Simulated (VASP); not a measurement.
# CdTe (I-4m2) in VASP: further runs, part 2 of 3

VASP 6.6.1. The steps go on from the part before.

## Step 3: Single point, PBE (strain +0.000 along x and y, +0.030 along z)

File INCAR:

```
SYSTEM = CdTe
  ALGO = Normal
  EDIFF = 1E-7
  ENCUT = 520
  GGA = PE
  ISIF = 2
  ISMEAR = 0
  LASPH = .TRUE.
  LCHARG = .FALSE.
  LREAL = .FALSE.
  LWAVE = .FALSE.
  NBANDS = 16
  NELM = 80
  PREC = Accurate
  SIGMA = 0.05
```

File KPOINTS:

```
k-points
0
G
  8 8 8
  0 0 0
```

File POSCAR:

```
CdTe
1.0
    0.0000000000      3.2050000000      3.3011500000
    3.2050000000      0.0000000000      3.3011500000
    3.2050000000      3.2050000000      0.0000000000
Cd Te
1 1
Direct
    0.0000000000      0.0000000000      0.0000000000
    0.7500000000      0.7500000000      0.7500000000
```

Potentials or basis: VASP PAW PBE potentials, release 64 (Cd, Te).

Run with:

```
cat potpaw_PBE.64/Cd/POTCAR potpaw_PBE.64/Te/POTCAR > POTCAR
mpirun -np 1 vasp_std > vasp.out
```

OUTCAR:

```text
SYSTEM = CdTe
   EDIFF = 1E-7
   ENCUT = 520
   GGA = PE
   ISIF = 2
   ISMEAR = 0
   LASPH = .TRUE.
   LREAL = .FALSE.
   NELM = 80
   PREC = Accurate

 ion  position               nearest neighbor table
   1  0.000  0.000  0.000-   2 2.80   2 2.80   2 2.80   2 2.80
   2  0.750  0.750  0.750-   1 2.80   1 2.80   1 2.80   1 2.80

  LATTYP: Found a body centered tetragonal cell.
 ALAT       =     4.5325544674
 C/A-ratio  =     1.4566399692

  Lattice vectors:

 A1 = (  -3.2050000000,   0.0000000000,   3.3011500000)
 A2 = (   3.2050000000,   0.0000000000,   3.3011500000)
 A3 = (   0.0000000000,   3.2050000000,  -3.3011500000)

Analysis of symmetry for initial positions (statically):
=====================================================================
 Subroutine PRICEL returns:
 Original cell was already a primitive cell.

 Routine SETGRP: Setting up the symmetry group for a
 body centered tetragonal supercell.

 Subroutine GETGRP returns: Found  8 space group operations
 (whereof  8 operations were pure point group operations)
 out of a pool of 16 trial point group operations.

The static configuration has the point symmetry D_2d.

Analysis of symmetry for dynamics (positions and initial velocities):
=====================================================================
 Subroutine PRICEL returns:
 Original cell was already a primitive cell.

 Routine SETGRP: Setting up the symmetry group for a
 body centered tetragonal supercell.

 Subroutine GETGRP returns: Found  8 space group operations
 (whereof  8 operations were pure point group operations)
 out of a pool of 16 trial point group operations.

The dynamic configuration has the point symmetry D_2d.

 Subroutine INISYM returns: Found  8 space group operations
 (whereof  8 operations are pure point group operations),
 and found     1 'primitive' translations

----------------------------------------------------------------------------------------

                                     Primitive cell

  volume of cell :      67.8190

  direct lattice vectors                    reciprocal lattice vectors
     0.000000000  3.205000000  3.301150000    -0.156006240  0.156006240  0.151462369
     3.205000000  0.000000000  3.301150000     0.156006240 -0.156006240  0.151462369
     3.205000000  3.205000000  0.000000000     0.156006240  0.156006240 -0.151462369

  length of vectors
     4.601045134  4.601045134  4.532554467     0.267613048  0.267613048  0.267613048

  position of ions in fractional coordinates (direct lattice)
     0.000000000  0.000000000  0.000000000
     0.750000000  0.750000000  0.750000000

  ion indices of the primitive-cell ions
   primitive index   ion index
                 1           1
                 2           2

----------------------------------------------------------------------------------------

 KPOINTS: k-points

Automatic generation of k-mesh.
 Grid dimensions read from file:
 generate k-points for:    8    8    8

 Generating k-lattice:

  Cartesian coordinates                     Fractional coordinates (reciprocal lattice)
    -0.019500780  0.019500780  0.018932796     0.125000000  0.000000000  0.000000000
     0.019500780 -0.019500780  0.018932796     0.000000000  0.125000000  0.000000000
     0.019500780  0.019500780 -0.018932796     0.000000000  0.000000000  0.125000000

  Length of vectors
     0.033451631  0.033451631  0.033451631

  Shift w.r.t. Gamma in fractional coordinates (k-lattice)
     0.000000000  0.000000000  0.000000000

 Subroutine IBZKPT returns following result:
 ===========================================

 Found     59 irreducible k-points:

 Following reciprocal coordinates:
            Coordinates               Weight
  0.000000  0.000000  0.000000      1.000000
  0.125000 -0.000000  0.000000      8.000000
  0.250000 -0.000000  0.000000      8.000000
  0.375000 -0.000000  0.000000      8.000000
  0.500000 -0.000000  0.000000      4.000000
  0.125000  0.125000  0.000000      2.000000
[... 16 lines left out ...]
  0.250000 -0.000000  0.125000     16.000000
  0.375000 -0.000000  0.125000     16.000000
 [... further k-points ...]
   k-points           NKPTS =     59   k-points in BZ     NKDIM =     59   number of bands    NBANDS=     16
   number of dos      NEDOS =    301   number of ions     NIONS =      2
   total plane-waves  NPLWV =  46656
   dimension x,y,z NGX =    36 NGY =   36 NGZ =   36
   dimension x,y,z NGXF=    72 NGYF=   72 NGZF=   72
   ions per type =               1   1
   NGX,Y,Z   is equivalent  to a cutoff of  13.01, 13.01, 13.20 a.u.
   NGXF,Y,Z  is equivalent  to a cutoff of  26.02, 26.02, 26.41 a.u.
 SYSTEM =  CdTe
   PREC   = accura    normal or accurate (medium, high low for compatibility)
   ISTART =      0    job   : 0-new  1-cont  2-samecut
   ICHARG =      2    charge: 1-file 2-atom 10-const
   ISPIN  =      1    spin polarized calculation?
   LNONCOLLINEAR =      F non collinear calculations
   LSORBIT =      F    spin-orbit coupling
   LASPH  =      T    aspherical Exc in radial PAW
   ENCUT  =  520.0 eV  38.22 Ry    6.18 a.u.   8.55  8.55  8.43*2*pi/ulx,y,z
   NELM   =     80;   NELMIN=  2; NELMDL= -5     # of ELM steps
   EDIFF  = 0.1E-06   stopping-criterion for ELM
   LREAL  =      F    real-space projection
   EDIFFG = 0.1E-05   stopping-criterion for IOM
   NSW    =      0    number of steps for IOM
   IBRION =     -1    ionic relax: 0-MD 1-quasi-New 2-CG
   NFREE  =      0    steps in history (QN), initial steepest desc. (CG)
   ISIF   =      2    stress and relaxation
   ISYM   =      2    0-nonsym 1-usesym 2-fastsym
   POTIM  = 0.5000    time-step for ionic-motion
   TEBEG  =    0.0;   TEEND  =   0.0 temperature during run
   PSTRESS=    0.0 pullay stress
   NELECT =      18.0000    total number of electrons
   NUPDOWN=      -1.0000    fix difference up-down
   EMIN   =  10.00;   EMAX   =-10.00  energy-range for DOS
   EFERMI =   0.00;   METHOD = LEGACY
   ISMEAR =     0;   SIGMA  =   0.05  broadening in eV -4-tet -1-fermi 0-gaus
   EFERMI_NEDOS =   21; number of points for ismear=-14 and -15
   IALGO  =     38    algorithm
   IMIX   =      4    mixing-type and parameters
     AMIX     =   0.40;   BMIX     =  1.00
     AMIX_MAG =   1.60;   BMIX_MAG =  1.00
  volume/ion in A,a.u.               =      33.91       228.83
  Fermi-wavevector in a.u.,A,eV,Ry     =   1.052080  1.988142 15.059898  1.106871
  Thomas-Fermi vector in A             =   2.187148
   LORBIT       =      0    0 simple, 1 ext, 2 COOP (PROOUT), +10 PAW based schemes
   GGA     = PE    functional components
   LHFCALC =     F    Hartree Fock is set to
   AEXX    =    0.0000 exact exchange contribution
   IVDW    =     0    specifies the selected vdW correction
   LEPSILON=     F    determine dielectric tensor
   LRPA    =     F    only Hartree local field effects (RPA)
 non-spin polarized calculation
 Gauss-broadening in eV      SIGMA  =   0.05
  energy-cutoff  :      520.00
  volume of cell :       67.82
 maximum number of plane-waves:      1849
 NGX is ok and might be reduce to    36
   NGX = 17   NGY = 17   NGZ = 17

 number of electron      17.9999998 magnetization

 Free energy of the ion-electron system (eV)
  ---------------------------------------------------
  ext. energy  EPLUGINS =         0.00000000
  ---------------------------------------------------
  free energy    TOTEN  =        -4.76941800 eV

  energy without entropy =       -4.76941800  energy(sigma->0) =       -4.76941800

 E-fermi :   2.6867     XC(G=0):  -8.6007

 val. band max:        2.4118736877   @ k =   0.0000   0.0000   0.0000
 cond. band min:       3.1569010765   @ k =   0.0000   0.0000   0.0000
 fundamental gap:      0.7450273889
 Fermi energy:         2.6867148803

 k-point     1 :       0.0000    0.0000    0.0000
  band No.  band energies     occupation
      1      -8.8131      2.00000
      2      -5.9244      2.00000
      3      -5.9167      2.00000
      4      -5.9167      2.00000
      5      -5.6590      2.00000
      6      -5.6545      2.00000
[... 8 lines left out ...]
     15      11.5156      0.00000
     16      11.9500      0.00000
[... 419 lines left out ...]
 k-point    24 :       0.3750   -0.0000    0.1250
  band No.  band energies     occupation
      1      -8.4778      2.00000
      2      -5.8602      2.00000
      3      -5.8479      2.00000
      4      -5.6834      2.00000
      5      -5.6450      2.00000
      6      -5.5025      2.00000
[... 8 lines left out ...]
     15      11.6054      0.00000
     16      12.2265      0.00000

 [... further k-points ...]

------------------------ aborting loop because EDIFF is reached ----------------------------------------

  FORCE on cell =-STRESS in cart. coord.  units (eV):
  Direction    XX          YY          ZZ          XY          YZ          ZX
  --------------------------------------------------------------------------------------
  -------------------------------------------------------------------------------------
  Total        1.2711826      1.2711826      1.0798692      0.0000000      0.0000000      0.0000000
  in kB       30.0308208     30.0308208     25.5111719      0.0000000      0.0000000      0.0000000
  external PRESSURE =      28.5242712 kB  Pullay stress =       0.0000000 kB

 VOLUME and BASIS-vectors are now :
 -----------------------------------------------------------------------------
  energy-cutoff  :      520.00
  volume of cell :       67.82
      direct lattice vectors                 reciprocal lattice vectors
     0.000000000  3.205000000  3.301150000    -0.156006240  0.156006240  0.151462369
     3.205000000  0.000000000  3.301150000     0.156006240 -0.156006240  0.151462369
     3.205000000  3.205000000  0.000000000     0.156006240  0.156006240 -0.151462369

 POSITION                                       TOTAL-FORCE (eV/Angst)
 -----------------------------------------------------------------------------------
      0.00000      0.00000      0.00000         0.000000      0.000000      0.000000
      4.80750      4.80750      4.95172        -0.000000     -0.000000     -0.000000
 -----------------------------------------------------------------------------------
    total drift:                               -0.000000     -0.000000      0.000001

  FREE ENERGIE OF THE ION-ELECTRON SYSTEM (eV)
  ---------------------------------------------------
  free  energy   TOTEN  =        -4.7694179996 eV

  energy  without entropy=       -4.7694179996  energy(sigma->0) =       -4.76941800
```

OSZICAR:

```text
N       E                     dE             d eps       ncg     rms          rms(c)
DAV:   1     0.100465548756E+03    0.10047E+03   -0.82904E+03  1904   0.974E+02
DAV:   2    -0.145753488089E+01   -0.10192E+03   -0.97143E+02  2288   0.237E+02
DAV:   3    -0.496592614361E+01   -0.35084E+01   -0.35041E+01  2336   0.458E+01
DAV:   4    -0.499863373927E+01   -0.32708E-01   -0.32707E-01  2864   0.384E+00
DAV:   5    -0.499871848959E+01   -0.84750E-04   -0.84750E-04  2520   0.178E-01    0.566E+00
DAV:   6    -0.478366234913E+01    0.21506E+00   -0.37074E-01  2256   0.735E+00    0.461E+00
DAV:   7    -0.476814240746E+01    0.15520E-01   -0.10895E-01  2304   0.214E+00    0.175E+00
DAV:   8    -0.476901385233E+01   -0.87144E-03   -0.10945E-02  2120   0.120E+00    0.477E-01
DAV:   9    -0.476932459301E+01   -0.31074E-03   -0.95705E-04  2312   0.330E-01    0.112E-01
DAV:  10    -0.476938104051E+01   -0.56448E-04   -0.11301E-04  2424   0.102E-01    0.557E-02
DAV:  11    -0.476941917337E+01   -0.38133E-04   -0.76745E-05  2192   0.584E-02    0.365E-02
DAV:  12    -0.476941818807E+01    0.98530E-06   -0.31205E-06  2320   0.152E-02    0.232E-02
DAV:  13    -0.476941783157E+01    0.35650E-06   -0.80327E-07  2472   0.451E-03    0.113E-02
DAV:  14    -0.476941794585E+01   -0.11428E-06   -0.10057E-06  2104   0.609E-03    0.673E-03
DAV:  15    -0.476941799964E+01   -0.53790E-07   -0.61474E-08  2152   0.208E-03
   1 F= -.47694180E+01 E0= -.47694180E+01  d E =-.831600E-17
```

stdout:

```text
POSCAR found type information on POSCAR CdTe
 POSCAR found :  2 types and       2 ions
 scaLAPACK will be used
 LDA part: xc-table for (Slater+PW92), standard interpolation
 POSCAR, INCAR and KPOINTS ok, starting setup
 FFT: planning ... GRIDC
 FFT: planning ... GRID_SOFT
 FFT: planning ... GRID
 WAVECAR not read
 entering main loop
```

It took 80 s on 1 thread of Intel Xeon 8259CL, shared host; peak memory 0.24 GiB.

What came out:

| Quantity | Value |
| --- | --- |
| Free energy | -4.7694 eV |
| Pressure | 2.9 GPa |
| Band gap on the k mesh | 0.74 eV |

Stress tensor (GPa, compression positive):
```
3.00 0.00 0.00
0.00 3.00 0.00
0.00 0.00 2.55
```

Levels at points of the mesh, in eV from the valence-band top:
```csv
k point,band 5,band 6,band 7,band 8,band 9,band 10,band 11,band 12,band 13,band 14
"(0.00, 0.00, 0.00)",-8.07,-8.07,-0.10,0.00,0.00,0.74,4.57,4.57,4.58,7.44
"(0.50, 0.00, 0.00)",-8.06,-7.71,-4.48,-0.89,-0.74,1.78,5.08,5.24,7.06,8.62
"(0.50, 0.50, 0.00)",-8.04,-7.61,-4.45,-1.82,-1.82,2.65,2.79,8.68,9.12,9.12
"(0.50, 0.00, 0.50)",-8.04,-7.56,-4.31,-1.97,-1.93,2.53,2.56,8.89,8.99,9.19
```

Caveat: the cell differs from its parent crystal (strain +0.000 along x and y, +0.030 along z); semilocal functionals underestimate gaps, and a narrow one can read as zero; spin-orbit coupling is left out, which moves the levels of the heavy elements.

## Step 4: Single point, PBE (strain +0.015 along x and y, +0.000 along z)

File INCAR:

```
PREC = Accurate
ENCUT = 520
EDIFF = 1E-6
ISMEAR = 0
SIGMA = 0.05
LREAL = F
LASPH = T
NELM = 80
ALGO = Normal
ISIF = 2
LWAVE = F
LCHARG = F
GGA = PE
NBANDS = 16
```

File KPOINTS:

```
regular mesh
0
Gamma
  8 8 8
```

File POSCAR:

```
CdTe
1.0
    0.0000000000      3.2530750000      3.2050000000
    3.2530750000      0.0000000000      3.2050000000
    3.2530750000      3.2530750000      0.0000000000
Cd Te
1 1
Direct
    0.0000000000      0.0000000000      0.0000000000
    0.7500000000      0.7500000000      0.7500000000
```

Run with:

```
cat potpaw_PBE.64/Cd/POTCAR potpaw_PBE.64/Te/POTCAR > POTCAR
mpirun -np 1 vasp_std > vasp.out
```

It took 86 s on 1 thread of Intel Xeon 8259CL, shared host; peak memory 0.25 GiB.

It converged, with:

- Free energy: -4.7711 eV
- Pressure: 2.9 GPa
- Band gap on the k mesh: 0.75 eV

Stress tensor (GPa, compression positive):
```
2.79 0.00 0.00
0.00 2.79 0.00
0.00 0.00 3.00
```

Levels at points of the mesh, in eV from the valence-band top:
```csv
k point,band 5,band 6,band 7,band 8,band 9,band 10,band 11,band 12,band 13,band 14
"(0.00, 0.00, 0.00)",-8.07,-8.06,-0.05,-0.05,0.00,0.75,4.57,4.57,4.57,7.44
"(0.50, 0.00, 0.00)",-8.05,-7.71,-4.47,-0.85,-0.77,1.79,5.11,5.20,7.06,8.63
"(0.50, 0.50, 0.00)",-8.03,-7.55,-4.30,-1.95,-1.95,2.53,2.56,8.90,9.12,9.12
"(0.50, 0.00, 0.50)",-8.03,-7.58,-4.38,-1.90,-1.87,2.59,2.68,8.79,9.06,9.16
```

Caveat: the cell differs from its parent crystal (strain +0.015 along x and y, +0.000 along z); semilocal functionals underestimate gaps, and a narrow one can read as zero; spin-orbit coupling is left out, which moves the levels of the heavy elements.

(Part 2 of 3 ends here.)
